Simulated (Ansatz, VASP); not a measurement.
# One calculation of Sn, two programs

```
CELL_PARAMETERS angstrom
0.00000 3.27073 3.27073
3.27073 0.00000 3.27073
3.27073 3.27073 0.00000
ATOMIC_POSITIONS crystal
Sn 0.00000 0.00000 0.00000
Sn 0.25000 0.25000 0.25000
```

Alike in both runs: functional PBEsol; k mesh 9 × 9 × 9; occupations fermi-dirac, width 0.05 eV; no spin polarisation.

Ansatz relaxed the structure, and its values are those at the end. VASP's run is a single point on that final structure, the one shown.

|  | VASP | Ansatz |
| --- | --- | --- |
| version | VASP 6.6.1 | Ansatz 0.2.0 |
| potentials or method | VASP PAW PBE potentials, release 64 (Sn_d), cutoff 520 eV | all-electron LAPW, scalar-relativistic |

```tsv
	VASP	Ansatz	Ansatz less VASP
pressure (GPa)	-0.1	0.0	+0.07
```

VASP's potentials were made for PBE, not for PBEsol. Ansatz ran all-electron here, and VASP with PAW potentials.
